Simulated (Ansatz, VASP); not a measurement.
## La3Zr in VASP and in Ansatz

Contents of INCAR:

```
SYSTEM = La3Zr
  PREC = Accurate
  ENCUT = 600
  EDIFF = 1E-7
  ISMEAR = 0
  SIGMA = 0.1
  LREAL = .False.
  LASPH = .True.
  NELM = 100
  ALGO = Normal
  ISIF = 3
  LWAVE = .False.
  LCHARG = .False.
  GGA = PE
  IBRION = 2
  NSW = 90
  EDIFFG = -0.04
```

Contents of KPOINTS:

```
Automatic mesh
0
Gamma
  4 4 4
  0 0 0
```

Contents of POSCAR:

```
La3Zr
1.0
    0.0000000000      4.0019178000      4.0019178000
    4.0019178000      0.0000000000      4.0019178000
    4.0019178000      4.0019178000      0.0000000000
La Zr
3 1
Direct
    0.2500000000      0.2500000000      0.2500000000
    0.7500000000      0.7500000000      0.7500000000
    0.5000000000      0.5000000000      0.5000000000
    0.0000000000      0.0000000000      0.0000000000
```

Input for Ansatz:

```yaml
crystal:
  lattice:
    - [0.0, 4.0019178, 4.0019178]
    - [4.0019178, 0.0, 4.0019178]
    - [4.0019178, 4.0019178, 0.0]
  atoms:
    - { symbol: La, position: [0.25, 0.25, 0.25] }
    - { symbol: La, position: [0.75, 0.75, 0.75] }
    - { symbol: La, position: [0.5, 0.5, 0.5] }
    - { symbol: Zr, position: [0.0, 0.0, 0.0] }
basis:
  ecutwfc: 420
kpoints:
  mp_grid: { grid: [4, 4, 4] }
hamiltonian:
  xc: pbe
scf:
  occupations: { method: gaussian, width: 0.1 }
  lower_state_search: "off"
output:
  forces: true
  stress: true
  eigenvalues: true
relax:
  adjacent_minimum: "off"
  f_tol: 0.04
  max_steps: 70
  cell: { stress_tol: 0.4 }
```

Alike in both runs: task relaxation of cell and atoms; functional PBE; k mesh 4 × 4 × 4; occupations gaussian, width 0.1 eV; no spin polarisation.

```csv
,VASP,Ansatz
version,VASP 6.6.1,Ansatz 0.2.0
potentials or method,"VASP PAW PBE potentials, release 64 (La, Zr_sv), cutoff 600 eV","scalar-relativistic, plane waves, PAW"
valence electrons in the cell,45,45
```

```tsv
	VASP	Ansatz	Ansatz less VASP
gap on the k mesh at the Fermi level, each at its own relaxed structure (eV)	none	none	-
relaxed volume (Å³/atom)	32.28	32.05	-0.233
relaxed length of the cell vector where the two differ most in proportion (Å)	5.673	5.660	-0.0137
```

A gap of «none» marks a metal or a gap that the smearing closes.

Neither program's run includes spin-orbit coupling.
